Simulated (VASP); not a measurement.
# MgAgH3 (Pm-3m) in VASP: single point with PBEsol

Aim: the single point of MgAgH3 with PBEsol.

Everything below comes from runs of VASP 6.6.1. Logs are shortened: lines on timing, memory, paths and dates and some standing lists are left out, and cuts for length are marked.

### Step 1. The cell of the first run

It takes space group Pm-3m (No. 221, cubic). Conventional cell: a = 3.722 Å, b = 3.722 Å, c = 3.722 Å, α = 90.00°, β = 90.00°, γ = 90.00°. Within 3.5 Å of Mg (site symmetry m-3m) lie 12 H at 2.63 Å and 8 Ag at 3.22 Å. Within 2.5 Å of Ag (site symmetry m-3m) lie 6 H at 1.86 Å. Within 2.5 Å of H (site symmetry 4/mmm) lie 2 Ag at 1.86 Å.

### Step 2. Single point, PBEsol

INCAR reads:

```
SYSTEM = MgAgH3
ALGO = Normal
EDIFF = 1E-6
ENCUT = 520
GGA = PS
ISIF = 2
ISMEAR = -1
LASPH = .True.
LCHARG = .True.
LELF = .True.
LREAL = .False.
LVHAR = .True.
LWAVE = .False.
NBANDS = 27
NELM = 100
PREC = Accurate
SIGMA = 0.03
```

KPOINTS reads:

```
k-points
0
Gamma
  6 6 6
  0 0 0
```

POSCAR reads:

```
MgAgH3
1.0
    0.0000000000      3.7224842735      3.7224842735
    3.7224842735      0.0000000000      3.7224842735
    3.7224842735      3.7224842735      0.0000000000
Mg Ag H
2 2 6
Direct
    0.2500000000      0.2500000000      0.2500000000
    0.7500000000      0.7500000000      0.7500000000
    0.5000000000      0.5000000000      0.5000000000
    0.0000000000      0.0000000000      0.0000000000
    0.2500002692      0.2500002692      0.7499997308
    0.2500002692      0.7499997308      0.7499997308
    0.7499997308      0.7499997308      0.2500002692
    0.2500002692      0.7499997308      0.2500002692
    0.7499997308      0.2500002692      0.7499997308
    0.7499997308      0.2500002692      0.2500002692
```

Potentials or basis: VASP PAW PBE potentials, release 64 (Mg, Ag, H).

Run with:

```bash
cat potpaw_PBE.64/Mg/POTCAR potpaw_PBE.64/Ag/POTCAR potpaw_PBE.64/H/POTCAR > POTCAR
mpirun -np 1 vasp_std > vasp.out
```

OUTCAR:

```text
SYSTEM = MgAgH3
   EDIFF = 1E-6
   ENCUT = 520
   GGA = PS
   ISIF = 2
   ISMEAR = -1
   LASPH = .True.
   LREAL = .False.
   NELM = 100
   PREC = Accurate

 ion  position               nearest neighbor table
   1  0.250  0.250  0.250-   4 3.22   4 3.22   4 3.22   3 3.22   3 3.22   3 3.22   4 3.22   3 3.22

   2  0.750  0.750  0.750-   3 3.22   3 3.22   3 3.22   4 3.22   4 3.22   4 3.22   4 3.22   3 3.22

   3  0.500  0.500  0.500-   5 1.86   6 1.86   7 1.86   8 1.86   9 1.86  10 1.86   1 3.22   1 3.22
                             1 3.22   2 3.22   2 3.22   2 3.22   2 3.22   1 3.22
   4  0.000  0.000  0.000-   5 1.86   6 1.86   7 1.86   8 1.86   9 1.86  10 1.86   2 3.22   2 3.22
                             2 3.22   1 3.22   1 3.22   1 3.22   2 3.22   1 3.22
   5  0.250  0.250  0.750-   3 1.86   4 1.86
   6  0.250  0.750  0.750-   3 1.86   4 1.86
   7  0.750  0.750  0.250-   3 1.86   4 1.86
   8  0.250  0.750  0.250-   3 1.86   4 1.86
   9  0.750  0.250  0.750-   3 1.86   4 1.86
  10  0.750  0.250  0.250-   3 1.86   4 1.86

  LATTYP: Found a face centered cubic cell.
 ALAT       =     7.4449685470

  Lattice vectors:

 A1 = (   0.0000000000,   3.7224842735,   3.7224842735)
 A2 = (   3.7224842735,   0.0000000000,   3.7224842735)
 A3 = (   3.7224842735,   3.7224842735,   0.0000000000)

Analysis of symmetry for initial positions (statically):
=====================================================================
 Subroutine PRICEL returns following result:

  LATTYP: Found a simple cubic cell.
 ALAT       =     3.7224842735

  Lattice vectors:

 A1 = (  -3.7224842735,   0.0000000000,   0.0000000000)
 A2 = (   0.0000000000,   0.0000000000,   3.7224842735)
 A3 = (   0.0000000000,   3.7224842735,   0.0000000000)

   2 primitive cells build up your supercell.

 Routine SETGRP: Setting up the symmetry group for a
 face centered cubic supercell.

 Subroutine GETGRP returns: Found 48 space group operations
 (whereof 48 operations were pure point group operations)
 out of a pool of 48 trial point group operations.

The static configuration has the point symmetry O_h .

Analysis of symmetry for dynamics (positions and initial velocities):
=====================================================================
 Subroutine PRICEL returns following result:

  LATTYP: Found a simple cubic cell.
 ALAT       =     3.7224842735

  Lattice vectors:

 A1 = (  -3.7224842735,   0.0000000000,   0.0000000000)
 A2 = (   0.0000000000,   0.0000000000,   3.7224842735)
 A3 = (   0.0000000000,   3.7224842735,   0.0000000000)

   2 primitive cells build up your supercell.

 Routine SETGRP: Setting up the symmetry group for a
 face centered cubic supercell.

 Subroutine GETGRP returns: Found 48 space group operations
 (whereof 48 operations were pure point group operations)
 out of a pool of 48 trial point group operations.

The dynamic configuration has the point symmetry O_h .

 Subroutine INISYM returns: Found 48 space group operations
 (whereof 48 operations are pure point group operations),
 and found     2 'primitive' translations

----------------------------------------------------------------------------------------

                                     Primitive cell

  volume of cell :      51.5821

  direct lattice vectors                    reciprocal lattice vectors
    -3.722484274  0.000000000  0.000000000    -0.268637804  0.000000000  0.000000000
     0.000000000  0.000000000  3.722484274     0.000000000  0.000000000  0.268637804
     0.000000000  3.722484274  0.000000000     0.000000000  0.268637804  0.000000000

  length of vectors
     3.722484274  3.722484274  3.722484274     0.268637804  0.268637804  0.268637804

  position of ions in fractional coordinates (direct lattice)
     0.500000000  0.500000000  0.500000000
     0.000000000  0.000000000  0.000000000
     0.000000000  0.500000538  0.000000000
     0.499999462  0.000000000  0.000000000
     0.000000000  0.000000000  0.500000538

  ion indices of the primitive-cell ions
   primitive index   ion index
                 1           1
                 2           3
                 3           5
                 4          10
                 5           8

----------------------------------------------------------------------------------------

 KPOINTS: k-points

Automatic generation of k-mesh.
 Grid dimensions read from file:
 generate k-points for:    6    6    6

 Generating k-lattice:

  Cartesian coordinates                     Fractional coordinates (reciprocal lattice)
    -0.022386484  0.022386484  0.022386484     0.166666667  0.000000000  0.000000000
     0.022386484 -0.022386484  0.022386484     0.000000000  0.166666667  0.000000000
     0.022386484  0.022386484 -0.022386484     0.000000000  0.000000000  0.166666667

  Length of vectors
     0.038774527  0.038774527  0.038774527

  Shift w.r.t. Gamma in fractional coordinates (k-lattice)
     0.000000000  0.000000000  0.000000000

 Subroutine IBZKPT returns following result:
 ===========================================

 Found     16 irreducible k-points:

 Following reciprocal coordinates:
            Coordinates               Weight
  0.000000  0.000000  0.000000      1.000000
  0.166667  0.000000  0.000000      8.000000
  0.333333  0.000000  0.000000      8.000000
  0.500000  0.000000  0.000000      4.000000
  0.166667  0.166667  0.000000      6.000000
  0.333333  0.166667  0.000000     24.000000
[... 8 lines left out ...]
 -0.333333  0.333333  0.166667     24.000000
 -0.333333  0.500000  0.166667     12.000000
   k-points           NKPTS =     16   k-points in BZ     NKDIM =     16   number of bands    NBANDS=     27
   number of dos      NEDOS =    301   number of ions     NIONS =     10
   total plane-waves  NPLWV =  64000
   dimension x,y,z NGX =    40 NGY =   40 NGZ =   40
   dimension x,y,z NGXF=    80 NGYF=   80 NGZF=   80
   ions per type =               2   2   6
   NGX,Y,Z   is equivalent  to a cutoff of  12.63, 12.63, 12.63 a.u.
   NGXF,Y,Z  is equivalent  to a cutoff of  25.26, 25.26, 25.26 a.u.
 SYSTEM =  MgAgH3
   PREC   = accura    normal or accurate (medium, high low for compatibility)
   ISTART =      0    job   : 0-new  1-cont  2-samecut
   ICHARG =      2    charge: 1-file 2-atom 10-const
   ISPIN  =      1    spin polarized calculation?
   LNONCOLLINEAR =      F non collinear calculations
   LSORBIT =      F    spin-orbit coupling
   LASPH  =      T    aspherical Exc in radial PAW
   ENCUT  =  520.0 eV  38.22 Ry    6.18 a.u.   9.79  9.79  9.79*2*pi/ulx,y,z
   NELM   =    100;   NELMIN=  2; NELMDL= -5     # of ELM steps
   EDIFF  = 0.1E-05   stopping-criterion for ELM
   LREAL  =      F    real-space projection
   EDIFFG = 0.1E-04   stopping-criterion for IOM
   NSW    =      0    number of steps for IOM
   IBRION =     -1    ionic relax: 0-MD 1-quasi-New 2-CG
   NFREE  =      0    steps in history (QN), initial steepest desc. (CG)
   ISIF   =      2    stress and relaxation
   ISYM   =      2    0-nonsym 1-usesym 2-fastsym
   POTIM  = 0.5000    time-step for ionic-motion
   TEBEG  =    0.0;   TEEND  =   0.0 temperature during run
   PSTRESS=    0.0 pullay stress
   NELECT =      32.0000    total number of electrons
   NUPDOWN=      -1.0000    fix difference up-down
   EMIN   =  10.00;   EMAX   =-10.00  energy-range for DOS
   EFERMI =   0.00;   METHOD = LEGACY
   ISMEAR =    -1;   SIGMA  =   0.03  broadening in eV -4-tet -1-fermi 0-gaus
   EFERMI_NEDOS =   21; number of points for ismear=-14 and -15
   IALGO  =     38    algorithm
   IMIX   =      4    mixing-type and parameters
     AMIX     =   0.40;   BMIX     =  1.00
     AMIX_MAG =   1.60;   BMIX_MAG =  1.00
  volume/ion in A,a.u.               =      10.32        69.62
  Fermi-wavevector in a.u.,A,eV,Ry     =   1.108193  2.094181 16.709193  1.228091
  Thomas-Fermi vector in A             =   2.244717
   LORBIT       =      0    0 simple, 1 ext, 2 COOP (PROOUT), +10 PAW based schemes
   GGA     = PS    functional components
   LHFCALC =     F    Hartree Fock is set to
   AEXX    =    0.0000 exact exchange contribution
   IVDW    =     0    specifies the selected vdW correction
   LEPSILON=     F    determine dielectric tensor
   LRPA    =     F    only Hartree local field effects (RPA)
 non-spin polarized calculation
  energy-cutoff  :      520.00
  volume of cell :      103.16
 maximum number of plane-waves:      2798
   NGX = 19   NGY = 19   NGZ = 19

 number of electron      31.9999999 magnetization

 Free energy of the ion-electron system (eV)
  ---------------------------------------------------
  ext. energy  EPLUGINS =         0.00000000
  ---------------------------------------------------
  free energy    TOTEN  =       -26.96853690 eV

  energy without entropy =      -26.95629139  energy(sigma->0) =      -26.96241415

 E-fermi :   5.3159     XC(G=0): -10.0507

 val. band max:        5.2778961972   @ k =   0.3333   0.1667   0.0000
 cond. band min:       5.3355976664   @ k =   0.3333   0.0000   0.0000
 fundamental gap:      0.0577014692
 Fermi energy:         5.3158779202

 k-point     1 :       0.0000    0.0000    0.0000
  band No.  band energies     occupation
      1      -5.3207      2.00000
      2      -3.1641      2.00000
      3      -3.1641      2.00000
      4      -1.3287      2.00000
      5      -1.3287      2.00000
      6      -1.3287      2.00000
[... 19 lines left out ...]
     26      14.4616      0.00000
     27      14.4616      0.00000

 k-point     2 :       0.1667    0.0000    0.0000
  band No.  band energies     occupation
      1      -5.1040      2.00000
      2      -3.0921      2.00000
      3      -3.0921      2.00000
      4      -1.4006      2.00000
      5      -1.3323      2.00000
      6      -1.3323      2.00000
[... 19 lines left out ...]
     26      13.3638      0.00000
     27      13.3638      0.00000

 k-point     3 :       0.3333    0.0000    0.0000
  band No.  band energies     occupation
      1      -4.4661      2.00000
      2      -2.8717      2.00000
      3      -2.8717      2.00000
      4      -2.1973      2.00000
      5      -1.9515      2.00000
      6      -1.9515      2.00000
[... 19 lines left out ...]
     26      12.1812      0.00000
     27      12.1812      0.00000

 k-point     4 :       0.5000    0.0000    0.0000
  band No.  band energies     occupation
      1      -3.4526      2.00000
      2      -3.4525      2.00000
      3      -2.4931      2.00000
      4      -2.4931      2.00000
      5      -2.4931      2.00000
      6      -2.4931      2.00000
[... 19 lines left out ...]
     26      12.4911      0.00000
     27      13.5000      0.00000
[... 276 lines left out ...]
      4      -2.4246      2.00000
      5      -2.0255      2.00000
      6      -1.5655      2.00000
[... 19 lines left out ...]
     26      12.7068      0.00000
     27      12.9685      0.00000

 k-point    15 :      -0.3333    0.3333    0.1667
  band No.  band energies     occupation
      1      -3.4963      2.00000
      2      -3.4962      2.00000
      3      -2.6088      2.00000
      4      -2.6087      2.00000
      5      -1.8995      2.00000
      6      -1.8995      2.00000
[... 19 lines left out ...]
     26      11.9622      0.00000
     27      13.0710      0.00000

 k-point    16 :      -0.3333    0.5000    0.1667
  band No.  band energies     occupation
      1      -3.7363      2.00000
      2      -3.3517      2.00000
      3      -2.8807      2.00000
      4      -2.0829      2.00000
      5      -1.8275      2.00000
      6      -1.6297      2.00000
[... 19 lines left out ...]
     26      11.9145      0.00000
     27      12.9380      0.00000

------------------------ aborting loop because EDIFF is reached ----------------------------------------

  FORCE on cell =-STRESS in cart. coord.  units (eV):
  Direction    XX          YY          ZZ          XY          YZ          ZX
  --------------------------------------------------------------------------------------
  -------------------------------------------------------------------------------------
  Total       -0.1785604     -0.1785604     -0.1785604      0.0000000      0.0000000      0.0000000
  in kB       -2.7731099     -2.7731099     -2.7731099      0.0000000      0.0000000      0.0000000
  external PRESSURE =      -2.7731099 kB  Pullay stress =       0.0000000 kB

 VOLUME and BASIS-vectors are now :
 -----------------------------------------------------------------------------
  energy-cutoff  :      520.00
  volume of cell :      103.16
      direct lattice vectors                 reciprocal lattice vectors
     0.000000000  3.722484274  3.722484274    -0.134318902  0.134318902  0.134318902
     3.722484274  0.000000000  3.722484274     0.134318902 -0.134318902  0.134318902
     3.722484274  3.722484274  0.000000000     0.134318902  0.134318902 -0.134318902

 POSITION                                       TOTAL-FORCE (eV/Angst)
 -----------------------------------------------------------------------------------
      1.86124      1.86124      1.86124         0.000000      0.000000      0.000000
      5.58373      5.58373      5.58373         0.000000      0.000000      0.000000
      3.72248      3.72248      3.72248         0.000000      0.000000      0.000000
      0.00000      0.00000      0.00000         0.000000      0.000000      0.000000
      3.72248      3.72248      1.86124         0.000000      0.000000      0.000000
      5.58372      3.72248      3.72248        -0.000000      0.000000      0.000000
      3.72248      3.72248      5.58372         0.000000      0.000000     -0.000000
      3.72248      1.86124      3.72248         0.000000     -0.000000      0.000000
      3.72248      5.58372      3.72248         0.000000     -0.000000      0.000000
      1.86124      3.72248      3.72248        -0.000000      0.000000      0.000000
 -----------------------------------------------------------------------------------
    total drift:                               -0.000000     -0.000000      0.000000

  FREE ENERGIE OF THE ION-ELECTRON SYSTEM (eV)
  ---------------------------------------------------
  free  energy   TOTEN  =       -26.9685369040 eV

  energy  without entropy=      -26.9562913881  energy(sigma->0) =      -26.96241415
```

It took 73 s on 1 thread of Intel Xeon Platinum 8259CL at 2.50GHz (Skylake/Cascade Lake), shared host; peak memory 0.26 GiB.

What came out:

```
Free energy            : -26.9685 eV
Pressure               : -0.3 GPa
Band gap on the k mesh : zero (bands 16 and 17 overlap by 1.48 eV)
```

Levels at points of the mesh, in eV from the Fermi level:
```
           k point  band 13  band 14  band 15  band 16  band 17  band 18  band 19  band 20
(0.00, 0.00, 0.00)    -5.17    -5.17    -0.07     1.14     1.24     1.24     1.43     1.43
(0.50, 0.00, 0.00)    -2.44    -2.44    -2.44    -2.44    -0.34    -0.34     3.50     3.50
(0.50, 0.50, 0.00)    -5.91    -5.39    -3.88    -0.65     1.61     1.88     3.98     3.98
```

Caveat: the PAW data sets were made with another functional, which shifts forces and pressure a little.

The gap in the log of VASP goes by the Fermi energy; the results here count the filled bands.